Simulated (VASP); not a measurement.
Input of a VASP 6.6.1 run:

INCAR

```
SYSTEM = ZnO
  PREC = Accurate
  ENCUT = 600
  EDIFF = 1E-6
  ISMEAR = -1
  SIGMA = 0.05
  LREAL = .False.
  LASPH = .True.
  NELM = 120
  ALGO = Normal
  ISIF = 2
  LWAVE = .False.
  LCHARG = .False.
  GGA = LIBXC
  LIBXC1 = GGA_X_B88
  LIBXC2 = GGA_C_PBE
  NBANDS = 26
  GGA_COMPAT = .False.
```

File KPOINTS:

```
regular mesh
0
Gamma
  9 9 5
  0 0 0
```

POSCAR

```
ZnO
1.0
    3.1829769797      0.0000000000      0.0000000000
   -1.5914884899      2.7565389241      0.0000000000
    0.0000000000      0.0000000000      5.0994402224
Zn O
2 2
Direct
    0.6666666667      0.3333333333      0.0000000000
    0.3333333333      0.6666666667      0.5000000000
    0.3333333333      0.6666666667      0.8790100000
    0.6666666667      0.3333333333      0.3790100000
```

Potentials or basis: VASP PAW PBE potentials, release 64 (Zn, O).

Run with:

```bash
$ cat potpaw_PBE.64/Zn/POTCAR potpaw_PBE.64/O/POTCAR > POTCAR
$ mpirun -np 1 vasp_std > vasp.out
```

Q: Estimate the largest force.

A: 0.096 eV/Å.

Q: Estimate the pressure.

A: 16.1 GPa.

Q: What does it give for the band gap on the k mesh?

A: 0.90 eV.

Stress tensor (GPa, compression positive):
```
15.40  0.00  0.00
 0.00 15.40  0.00
 0.00  0.00 17.54
```

Caveat: the cell stands under pressure; the PAW data sets were made with another functional, which shifts forces and pressure a little.
